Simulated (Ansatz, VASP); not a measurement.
# SnSe2 in VASP and in Ansatz

INCAR

```
PREC = Accurate
ENCUT = 600
EDIFF = 1E-6
ISMEAR = 0
SIGMA = 0.02
LREAL = False
LASPH = True
NELM = 80
ALGO = Normal
ISIF = 3
LWAVE = False
LCHARG = False
GGA = PE
IVDW = 12
IBRION = 2
NSW = 100
EDIFFG = -0.002
```

Contents of KPOINTS:

```
Automatic mesh
0
Gamma
  9 9 6
```

Contents of POSCAR:

```
SnSe2
1.0
    3.8389775899      0.0000000000      0.0000000000
   -1.9194887950      3.3246521174      0.0000000000
    0.0000000000      0.0000000000      6.0278085149
Sn Se
1 2
Direct
    0.0000000000      0.0000000000      0.0000000000
    0.3333333333      0.6666666667      0.2645002954
    0.6666666667      0.3333333333      0.7354997046
```

Input for Ansatz:

```yaml
crystal:
  lattice:
    - [3.8389775899, 0.0, 0.0]
    - [-1.919488795, 3.3246521174, 0.0]
    - [0.0, 0.0, 6.0278085149]
  atoms:
    - { symbol: Sn, position: [0.0, 0.0, 0.0] }
    - { symbol: Se, position: [0.3333333333, 0.6666666667, 0.2645002954] }
    - { symbol: Se, position: [0.6666666667, 0.3333333333, 0.7354997046] }
basis:
  ecutwfc: 420
kpoints:
  mp_grid: { grid: [9, 9, 6] }
hamiltonian:
  xc: pbe
  dispersion: d3bj
scf:
  occupations: { method: gaussian, width: 0.02 }
output:
  forces: true
  stress: true
  eigenvalues: true
relax:
  adjacent_minimum: "off"
  f_tol: 0.002
  max_steps: 80
  cell: { stress_tol: 0.02 }
```

Alike in both runs: task relaxation of cell and atoms; functional PBE; dispersion D3(BJ); k mesh 9 × 9 × 6; occupations gaussian, width 0.02 eV; no spin polarisation.

|  | VASP | Ansatz |
| --- | --- | --- |
| version | VASP 6.6.1 | Ansatz 0.2.0 |
| potentials or method | VASP PAW PBE potentials, release 64 (Sn_d, Se), cutoff 600 eV | scalar-relativistic, plane waves, PAW |
| valence electrons in the cell | 26 | 46 |

```tsv
	VASP	Ansatz	Ansatz less VASP
gap on the k mesh at the Fermi level, each at its own relaxed structure (eV)	0.37	0.38	+0.013
relaxed volume (Å³/atom)	25.59	25.58	-0.013
relaxed cell length with the largest relative difference (Å)	3.841	3.840	-0.0016
```

VASP's potentials hold 26 valence electrons a cell and Ansatz's 46, so a difference there can come from the potentials and not from the codes.
